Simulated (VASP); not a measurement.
# BaS (P1) in VASP: relaxation of cell and atoms with PBE

Aim: the relaxation of cell and atoms of BaS with PBE.

Everything below comes from runs of VASP 6.6.1. Logs are shortened: lines on timing, memory, paths and dates and some standing lists are left out, and cuts for length are marked.

**1. The cell of the first run**

The typed cell holds 4 atoms: a = 4.561 Å, b = 4.640 Å, c = 8.023 Å, α = 71.10°, β = 71.42°, γ = 58.46°.

**2. Relaxation of cell and atoms, PBE**

The input, INCAR:

```
SYSTEM = BaS
PREC = Accurate
ENCUT = 600
EDIFF = 1E-7
ISMEAR = 0
SIGMA = 0.1
LREAL = .False.
LASPH = .True.
NELM = 100
ALGO = Normal
ISIF = 3
LWAVE = .False.
LCHARG = .False.
GGA = PE
IBRION = 2
NSW = 80
EDIFFG = -0.025
```

The input, KPOINTS:

```
Automatic mesh
0
Gamma
  4 4 4
  0 0 0
```

The input, POSCAR:

```
BaS
1.0
   -3.2981118379     -0.0289487380     -3.1497035108
   -3.3417081823     -3.2194836874      0.0146476065
   -6.6360797160      3.1574994323      3.2185082890
Ba S
2 2
Direct
    0.2495560454      0.2464598495      0.2574970464
    0.7624454786      0.7521866751      0.7600878741
    0.4621156890      0.5137852919      0.5014188150
    1.0258827870      0.9875681836      0.9809962645
```

Potentials or basis: VASP PAW PBE potentials, release 64 (Ba_sv, S).

Started as:

```console
$ cat potpaw_PBE.64/Ba_sv/POTCAR potpaw_PBE.64/S/POTCAR > POTCAR
$ mpirun -np 1 vasp_std > vasp.out
```

OUTCAR:

```text
SYSTEM = BaS
   PREC = Accurate
   ENCUT = 600
   EDIFF = 1E-7
   ISMEAR = 0
   LREAL = .False.
   LASPH = .True.
   NELM = 100
   ISIF = 3
   GGA = PE
   IBRION = 2
   NSW = 80
   EDIFFG = -0.025

 ion  position               nearest neighbor table
   1  0.250  0.246  0.257-   3 3.13   3 3.22   4 3.26   3 3.27   4 3.34   4 3.44   2 4.48   2 4.53
                             2 4.54   2 4.59   2 4.63   2 4.65
   2  0.762  0.752  0.760-   4 3.04   3 3.05   4 3.12   4 3.16   3 3.27   3 3.51   1 4.48   1 4.53
                             1 4.54   1 4.59   1 4.63   1 4.65
   3  0.462  0.514  0.501-   2 3.05   1 3.13   1 3.22   2 3.27   1 3.27   2 3.51
   4  0.026  0.988  0.981-   2 3.04   2 3.12   2 3.16   1 3.26   1 3.34   1 3.44

  LATTYP: Found a triclinic cell.
 ALAT       =     4.6402912992
 B/A-ratio  =     0.9684376177
 C/A-ratio  =     1.9443613265
 COS(alpha) =     0.0082279737
 COS(beta)  =     0.4906832288
 COS(gamma) =     0.5018014642

  Lattice vectors:

 A1 = (   3.3417081823,   3.2194836874,  -0.0146476065)
 A2 = (   0.0435963444,   3.1905349494,  -3.1643511173)
 A3 = (   0.0037403042,   6.4059318577,   6.3535641933)

Analysis of symmetry for initial positions (statically):
=====================================================================
 Subroutine PRICEL returns:
 Original cell was already a primitive cell.

 Routine SETGRP: Setting up the symmetry group for a
 triclinic supercell.

 Subroutine GETGRP returns: Found  1 space group operations
 (whereof  1 operations were pure point group operations)
 out of a pool of  2 trial point group operations.

The static configuration has the point symmetry C_1 .

Analysis of symmetry for dynamics (positions and initial velocities):
=====================================================================
 Subroutine PRICEL returns:
 Original cell was already a primitive cell.

 Routine SETGRP: Setting up the symmetry group for a
 triclinic supercell.

 Subroutine GETGRP returns: Found  1 space group operations
 (whereof  1 operations were pure point group operations)
 out of a pool of  2 trial point group operations.

The dynamic configuration has the point symmetry C_1 .

 Subroutine INISYM returns: Found  1 space group operations
 (whereof  1 operations are pure point group operations),
 and found     1 'primitive' translations

----------------------------------------------------------------------------------------

                                     Primitive cell

  volume of cell :     134.5454

  direct lattice vectors                    reciprocal lattice vectors
    -3.298111838 -0.028948738 -3.149703511    -0.077358184  0.079215759 -0.237215107
    -3.341708182 -3.219483687  0.014647607    -0.073224489 -0.234245787  0.078827634
    -6.636079716  3.157499432  3.218508289    -0.075371184  0.078588361  0.078200237

  length of vectors
     4.560593375  4.640291299  8.022851879     0.261783177  0.257772594  0.134060520

  position of ions in fractional coordinates (direct lattice)
     0.249556045  0.246459849  0.257497046
     0.762445479  0.752186675  0.760087874
     0.462115689  0.513785292  0.501418815
     0.025882787  0.987568184  0.980996264

  ion indices of the primitive-cell ions
   primitive index   ion index
                 1           1
                 2           2
                 3           3
                 4           4

----------------------------------------------------------------------------------------

 KPOINTS: Automatic mesh

Automatic generation of k-mesh.
 Grid dimensions read from file:
 generate k-points for:    4    4    4

 Generating k-lattice:

  Cartesian coordinates                     Fractional coordinates (reciprocal lattice)
    -0.019339546  0.019803940 -0.059303777     0.250000000 -0.000000000 -0.000000000
    -0.018306122 -0.058561447  0.019706908     0.000000000  0.250000000  0.000000000
    -0.018842796  0.019647090  0.019550059    -0.000000000 -0.000000000  0.250000000

  Length of vectors
     0.065445794  0.064443149  0.033515130

  Shift w.r.t. Gamma in fractional coordinates (k-lattice)
     0.000000000  0.000000000  0.000000000

 Subroutine IBZKPT returns following result:
 ===========================================

 Found     36 irreducible k-points:

 Following reciprocal coordinates:
            Coordinates               Weight
  0.000000  0.000000  0.000000      1.000000
  0.250000 -0.000000  0.000000      2.000000
  0.500000 -0.000000  0.000000      1.000000
  0.000000  0.250000  0.000000      2.000000
  0.250000  0.250000 -0.000000      2.000000
  0.500000  0.250000  0.000000      2.000000
[... 16 lines left out ...]
 -0.000000 -0.250000  0.250000      2.000000
  0.250000 -0.250000  0.250000      2.000000
 [... further k-points ...]
   k-points           NKPTS =     36   k-points in BZ     NKDIM =     36   number of bands    NBANDS=     20
   number of dos      NEDOS =    301   number of ions     NIONS =      4
   total plane-waves  NPLWV =  92160
   dimension x,y,z NGX =    36 NGY =   40 NGZ =   64
   dimension x,y,z NGXF=    72 NGYF=   80 NGZF=  128
   ions per type =               2   2
   NGX,Y,Z   is equivalent  to a cutoff of  13.12, 14.33, 13.26 a.u.
   NGXF,Y,Z  is equivalent  to a cutoff of  26.25, 28.66, 26.52 a.u.
 SYSTEM =  BaS
   PREC   = accura    normal or accurate (medium, high low for compatibility)
   ISTART =      0    job   : 0-new  1-cont  2-samecut
   ICHARG =      2    charge: 1-file 2-atom 10-const
   ISPIN  =      1    spin polarized calculation?
   LNONCOLLINEAR =      F non collinear calculations
   LSORBIT =      F    spin-orbit coupling
   LASPH  =      T    aspherical Exc in radial PAW
   ENCUT  =  600.0 eV  44.10 Ry    6.64 a.u.   9.11  9.27 16.02*2*pi/ulx,y,z
   NELM   =    100;   NELMIN=  2; NELMDL= -5     # of ELM steps
   EDIFF  = 0.1E-06   stopping-criterion for ELM
   LREAL  =      F    real-space projection
   EDIFFG = -.3E-01   stopping-criterion for IOM
   NSW    =     80    number of steps for IOM
   IBRION =      2    ionic relax: 0-MD 1-quasi-New 2-CG
   NFREE  =      1    steps in history (QN), initial steepest desc. (CG)
   ISIF   =      3    stress and relaxation
   ISYM   =      2    0-nonsym 1-usesym 2-fastsym
   POTIM  = 0.5000    time-step for ionic-motion
   TEBEG  =    0.0;   TEEND  =   0.0 temperature during run
   PSTRESS=    0.0 pullay stress
   NELECT =      32.0000    total number of electrons
   NUPDOWN=      -1.0000    fix difference up-down
   EMIN   =  10.00;   EMAX   =-10.00  energy-range for DOS
   EFERMI =   0.00;   METHOD = LEGACY
   ISMEAR =     0;   SIGMA  =   0.10  broadening in eV -4-tet -1-fermi 0-gaus
   EFERMI_NEDOS =   21; number of points for ismear=-14 and -15
   IALGO  =     38    algorithm
   IMIX   =      4    mixing-type and parameters
     AMIX     =   0.40;   BMIX     =  1.00
     AMIX_MAG =   1.60;   BMIX_MAG =  1.00
  volume/ion in A,a.u.               =      33.64       226.99
  Fermi-wavevector in a.u.,A,eV,Ry     =   1.014305  1.916759 13.997874  1.028815
  Thomas-Fermi vector in A             =   2.147525
   LORBIT       =      0    0 simple, 1 ext, 2 COOP (PROOUT), +10 PAW based schemes
   GGA     = PE    functional components
   LHFCALC =     F    Hartree Fock is set to
   AEXX    =    0.0000 exact exchange contribution
   IVDW    =     0    specifies the selected vdW correction
   LEPSILON=     F    determine dielectric tensor
   LRPA    =     F    only Hartree local field effects (RPA)
 conjugate gradient relaxation of ions
 non-spin polarized calculation
 Gauss-broadening in eV      SIGMA  =   0.10
  energy-cutoff  :      600.00
  volume of cell :      134.55
 maximum number of plane-waves:      4514
   NGX = 19   NGY = 19   NGZ = 33

--------------------------------------- Ionic step        1  -------------------------------------------

 number of electron      32.0000000 magnetization

 Free energy of the ion-electron system (eV)
  ---------------------------------------------------
  ext. energy  EPLUGINS =         0.00000000
  ---------------------------------------------------
  free energy    TOTEN  =       -20.23139363 eV

  energy without entropy =      -20.23139363  energy(sigma->0) =      -20.23139363

------------------------ aborting loop because EDIFF is reached ----------------------------------------

  FORCE on cell =-STRESS in cart. coord.  units (eV):
  Direction    XX          YY          ZZ          XY          YZ          ZX
  --------------------------------------------------------------------------------------
  -------------------------------------------------------------------------------------
  Total       -0.8766347      0.6350875      1.8527854     -0.1495608     -0.0521123      0.2228039
  in kB      -10.4390385      7.5626745     22.0631224     -1.7809827     -0.6205574      2.6531669
  external PRESSURE =       6.3955861 kB  Pullay stress =       0.0000000 kB
[... 95 lines left out ...]
  FREE ENERGIE OF THE ION-ELECTRON SYSTEM (eV)
  ---------------------------------------------------
  free  energy   TOTEN  =       -20.3135774087 eV

  energy  without entropy=      -20.3135774087  energy(sigma->0) =      -20.31357741

[... ionic steps 4 to 9 ...]

--------------------------------------- Ionic step       10  -------------------------------------------

 number of electron      32.0000001 magnetization

------------------------ aborting loop because EDIFF is reached ----------------------------------------
[... 71 lines left out ...]
--------------------------------------- Ionic step       12  -------------------------------------------

 number of electron      32.0000002 magnetization

 Free energy of the ion-electron system (eV)
  ---------------------------------------------------
  ext. energy  EPLUGINS =         0.00000000
  ---------------------------------------------------
  free energy    TOTEN  =       -20.38561864 eV

  energy without entropy =      -20.38561864  energy(sigma->0) =      -20.38561864

 E-fermi :   1.7993     XC(G=0):  -8.4913

 val. band max:        1.2934244050   @ k =   0.0000   0.0000   0.0000
 cond. band min:       3.4487078348   @ k =   0.5000   0.5000  -0.0000
 fundamental gap:      2.1552834298
 Fermi energy:         1.7992506890

 k-point     1 :       0.0000    0.0000    0.0000
  band No.  band energies     occupation
      1     -24.8903      2.00000
      2     -24.8518      2.00000
      3     -10.9473      2.00000
      4      -9.9856      2.00000
      5      -9.9849      2.00000
      6      -9.9501      2.00000
[... 541 lines left out ...]
     19       6.5123      0.00000
     20       6.7666      0.00000

 [... further k-points ...]

------------------------ aborting loop because EDIFF is reached ----------------------------------------

  FORCE on cell =-STRESS in cart. coord.  units (eV):
  Direction    XX          YY          ZZ          XY          YZ          ZX
  --------------------------------------------------------------------------------------
  -------------------------------------------------------------------------------------
  Total        0.0149609      0.0101304      0.0098083     -0.0151017     -0.0020028      0.0178888
  in kB        0.1780946      0.1205922      0.1167584     -0.1797710     -0.0238415      0.2129478
  external PRESSURE =       0.1384817 kB  Pullay stress =       0.0000000 kB
[... 19 lines left out ...]
  FREE ENERGIE OF THE ION-ELECTRON SYSTEM (eV)
  ---------------------------------------------------
  free  energy   TOTEN  =       -20.3856186407 eV

  energy  without entropy=      -20.3856186407  energy(sigma->0) =      -20.38561864

 reached required accuracy - stopping structural energy minimisation
```

Run time: 9.3 min. Hardware: 1 thread of Intel Xeon Platinum 8488C (Sapphire Rapids), shared host; peak memory 0.37 GiB.

What came out:

* Free energy: -20.3856 eV
* Relaxed volume: 33.65 Å³/atom
* Relaxed cell: a = 4.564 Å, b = 4.569 Å, c = 7.906 Å, α = 73.19°, β = 73.24°, γ = 60.00°
* Space group after relaxing (to 0.1 Å): Fm-3m (No. 225)
* Energy gained by relaxing: 38.6 meV/atom
* Ionic steps: 12
* Pressure after relaxing: 0.0 GPa
* Largest force after relaxing: 0.021 eV/Å
* Band gap on the k mesh: 2.16 eV (least direct gap 2.31 eV)

Forces in eV/Å, atoms in the order of the input:
```
Ba  -0.012  0.004 -0.008
Ba   0.020 -0.001  0.003
S   -0.008 -0.006 -0.012
S    0.000  0.003  0.016
```

Step by step:
```tsv
step	energy change (eV)	largest force (eV/Å)	pressure (GPa)	volume (Å³)
1	0.0000	0.7592	0.64	134.55
2	-0.0705	0.5083	-0.40	137.14
3	-0.0822	0.3898	-0.90	138.73
4	-0.1172	0.2673	-0.10	135.53
5	-0.1253	0.2685	0.61	133.10
6	-0.1467	0.1806	0.24	133.94
7	-0.1481	0.1674	0.15	134.22
8	-0.1515	0.1121	-0.13	135.08
9	-0.1519	0.0841	-0.26	135.52
10	-0.1538	0.0324	0.01	134.61
11	-0.1539	0.0315	0.04	134.51
12	-0.1542	0.0208	0.01	134.59
```

Final structure:
```xyz
4
Lattice="-3.2275 -0.0019 -3.2269 -3.2304 -3.2309 0.0019 -6.4554 3.2229 3.2312" Properties=species:S:1:pos:R:3 pbc="T T T"
Ba   -3.2241   -0.0027    0.0058
Ba   -9.6916   -0.0080    0.0017
S    -6.4533   -0.0039    0.0064
S    -9.6866   -0.0082    3.2286
```

Levels at points of the mesh, in eV from the valence-band top:
| k point | band 13 | band 14 | band 15 | band 16 | band 17 | band 18 | band 19 | band 20 |
| --- | --- | --- | --- | --- | --- | --- | --- | --- |
| (0.00, 0.00, 0.00) | -1.03 | 0.00 | 0.00 | 0.00 | 3.44 | 3.85 | 3.86 | 3.86 |
| (0.50, 0.00, 0.00) | -0.74 | -0.73 | -0.63 | -0.62 | 3.43 | 3.44 | 5.84 | 5.85 |
| (0.00, 0.50, 0.00) | -0.74 | -0.73 | -0.62 | -0.62 | 3.43 | 3.44 | 5.84 | 5.84 |
| (0.50, 0.50, 0.00) | -1.03 | -0.56 | -0.15 | -0.15 | 2.16 | 5.43 | 5.59 | 5.83 |
| (0.00, 0.00, 0.50) | -0.60 | -0.59 | -0.59 | -0.59 | 4.07 | 4.07 | 4.70 | 4.71 |
| (0.50, 0.00, 0.50) | -1.03 | -0.56 | -0.16 | -0.15 | 2.16 | 5.43 | 5.59 | 5.83 |
| (0.00, 0.50, 0.50) | -1.02 | -0.56 | -0.16 | -0.15 | 2.16 | 5.43 | 5.59 | 5.83 |
| (0.50, 0.50, 0.50) | -0.74 | -0.73 | -0.62 | -0.62 | 3.43 | 3.44 | 5.83 | 5.85 |

Caveat: spin-orbit coupling is left out, which moves the levels of the heavy elements.
